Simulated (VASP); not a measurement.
Runs of VASP 6.6.1 on AgCl. It takes space group Fm-3m (No. 225, cubic). The conventional cell has a = 5.546 Å, b = 5.546 Å, c = 5.546 Å, α = 90.00°, β = 90.00°, γ = 90.00°. Ag (site symmetry m-3m) has 6 Cl at 2.77 Å within 3.7 Å. Cl (site symmetry m-3m) has 6 Ag at 2.77 Å within 3.7 Å. 

| level | k mesh | smearing | grid for exact exchange (PRECFOCK) | share of exact exchange | screening parameter | gap on the mesh (eV) | pressure (GPa) |
| --- | --- | --- | --- | --- | --- | --- | --- |
| PBE-based screened hybrid with 75 % exact exchange | 4 × 4 × 4 | gaussian 0.01 eV | Normal | 0.75 | 0.5 1/Å | 3.67 | 1.4 |
| PBE | 6 × 6 × 6 | gaussian 0.2 eV | - | - | - | (a) | 1.5 |
| PBE-based screened hybrid with 75 % exact exchange | 4 × 4 × 4 | gaussian 0.01 eV | Normal | 0.75 | 0.2078 1/Å | 5.62 | (b) |
| PBE-based screened hybrid with 30 % exact exchange | 4 × 4 × 4 | gaussian 0.01 eV | Normal | 0.3 | 0.2078 1/Å | 2.71 | 1.2 |

Alike in all rows: task single point; potentials or basis VASP PAW PBE potentials, release 64 (Ag, Cl); no spin polarisation; cell as given; cutoff (eV) 520.

**Question.** Fill in the values left out.

**Answer.** (a) 0.91; (b) 0.9.

Caveats: some runs use coarse meshes; the PAW data sets were made with another functional, which shifts forces and pressure a little (at least some runs).

A k mesh can miss the band edges, and the runs leave out spin-orbit coupling on Ag.
